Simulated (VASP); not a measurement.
A run of VASP 6.6.1:

Contents of INCAR:

```
  PREC = Accurate
  ENCUT = 520
  EDIFF = 1E-6
  ISMEAR = -1
  SIGMA = 0.1
  LREAL = False
  LASPH = True
  NELM = 80
  ALGO = Normal
  ISIF = 2
  LWAVE = False
  LCHARG = False
  GGA = PS
  NBANDS = 11
```

Contents of KPOINTS:

```
Automatic mesh
0
Gamma
  14 14 14
```

POSCAR

```
Pt
1.0
    2.6877530653      0.0000000000      0.0000000000
    0.0000000000      2.6877530653      0.0000000000
    0.0000000000      0.0000000000      2.6877530653
Pt
1
Direct
    0.0000000000      0.0000000000      0.0000000000
```

Potentials or basis: VASP PAW PBE potentials, release 64 (Pt).

Command:

```console
$ cat potpaw_PBE.64/Pt/POTCAR > POTCAR
$ mpirun -np 1 vasp_std > vasp.out
```

Hardware: 1 thread of Intel Xeon 8259CL, with other jobs on the host.

Question: Estimate the wall time of this run.

Answer: Wall time 28 s on 1 thread of Intel Xeon 8259CL (shared host), peak memory 0.11 GiB. Counts: scf iterations 11, k points 120.
